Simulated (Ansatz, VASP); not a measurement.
**Mg in VASP and in Ansatz**

Contents of INCAR:

```
ALGO = Normal
EDIFF = 1E-6
ENCUT = 520
GGA = PS
ISIF = 2
ISMEAR = -1
LASPH = True
LCHARG = False
LREAL = False
LWAVE = False
NBANDS = 9
NELM = 80
PREC = Accurate
SIGMA = 0.05
```

File KPOINTS:

```
k-points
0
Gamma
  9 9 9
```

File POSCAR:

```
Mg
1.0
    0.0000000000      3.0606187252      3.0606187252
    3.0606187252      0.0000000000      3.0606187252
    3.0606187252      3.0606187252      0.0000000000
Mg
2
Direct
   -0.1250000000     -0.1250000000     -0.1250000000
    0.1250000000      0.1250000000      0.1250000000
```

Input for Ansatz:

```yaml
crystal:
  lattice:
    - [0.0, 3.0606187252, 3.0606187252]
    - [3.0606187252, 0.0, 3.0606187252]
    - [3.0606187252, 3.0606187252, 0.0]
  atoms:
    - { symbol: Mg, position: [-0.125, -0.125, -0.125] }
    - { symbol: Mg, position: [0.125, 0.125, 0.125] }
kpoints:
  mp_grid: { grid: [9, 9, 9] }
scf:
  occupations: { method: fermi_dirac, width: 0.05 }
hamiltonian:
  xc: pbesol
  pseudopotentials: { kind: paw }
output:
  forces: true
  stress: true
  eigenvalues: true
  populations: true
  write_density: true
  write_potential: true
  elf: true
  volumetric_format: npy
```

Change from the starting cell: shortest bond scaled by 1, PAW files.

Alike in both runs: task single point; functional PBEsol; k mesh 9 × 9 × 9; occupations fermi-dirac, width 0.05 eV; no spin polarisation.

```csv
,VASP,Ansatz
version,VASP 6.6.1,Ansatz 0.2.0
potentials or method,"VASP PAW PBE potentials, release 64 (Mg)","PAW with Ansatz's default frozen-core files, scalar-relativistic"
plane-wave cutoff (eV),520,420
valence electrons in the cell,4,20
```

|  | VASP | Ansatz | Ansatz less VASP |
| --- | --- | --- | --- |
| pressure (GPa) | 6.6 | 6.6 | -0.08 |

VASP's potentials were made for PBE, not for PBEsol. The functional is the same, so the differences come from potentials, cutoffs and numerics. VASP's potentials hold 4 valence electrons a cell and Ansatz's 20, so a difference there can come from the potentials and not from the codes.
